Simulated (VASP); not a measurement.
Set up this calculation in VASP 6.6.1, as the native input.

- Task: single point
- Functional: PBE
- Dispersion: D3(BJ)
- Potentials or basis: VASP PAW PBE potentials, release 64 (Rb_sv)
- Cutoff: 520 eV
- k mesh: 12 × 12 × 6
- Occupations: gaussian, width 0.15 eV
- Spin: no spin polarisation
- Dipole correction: no
- Further INCAR settings: ALGO = Fast; EDIFF = 1e-06; NBANDS = 16

The structure of Rb lies in POSCAR:

```
Rb
1.0
    2.5468219859     -4.4571801086      0.0000000000
    2.5468219859      4.4571801086      0.0000000000
    0.0000000000      0.0000000000      7.7919108190
Rb
2
Direct
    0.8359965595      0.1640034405      0.7500000000
    0.1640034405      0.8359965595      0.2500000000
```

One way to write it, as run:

INCAR

```
SYSTEM = Rb
  PREC = Accurate
  ENCUT = 520
  EDIFF = 1E-6
  ISMEAR = 0
  SIGMA = 0.15
  LREAL = .False.
  LASPH = .True.
  NELM = 80
  ALGO = Fast
  ISIF = 2
  LWAVE = .False.
  LCHARG = .True.
  GGA = PE
  IVDW = 12
  LELF = .True.
  LVHAR = .True.
  NBANDS = 16
```

KPOINTS

```
regular mesh
0
Gamma
  12 12 6
  0 0 0
```

Potentials or basis: VASP PAW PBE potentials, release 64 (Rb_sv).

The run is started by

```bash
$ cat potpaw_PBE.64/Rb_sv/POTCAR > POTCAR
$ mpirun -np 1 vasp_std > vasp.out
```

Results of the run:

```yaml
Pressure: -0.1 GPa
Band_gap_on_the_k_mesh: zero (bands 9 and 10 overlap by 2.27 eV)
Dispersion_energy_per_atom: -0.104 eV
```

Run time: 4.4 min on 1 thread of Intel(R) Xeon(R) Platinum 8375C CPU @ 2.90GHz (Ice Lake), on a shared host, peak memory 0.57 GiB.
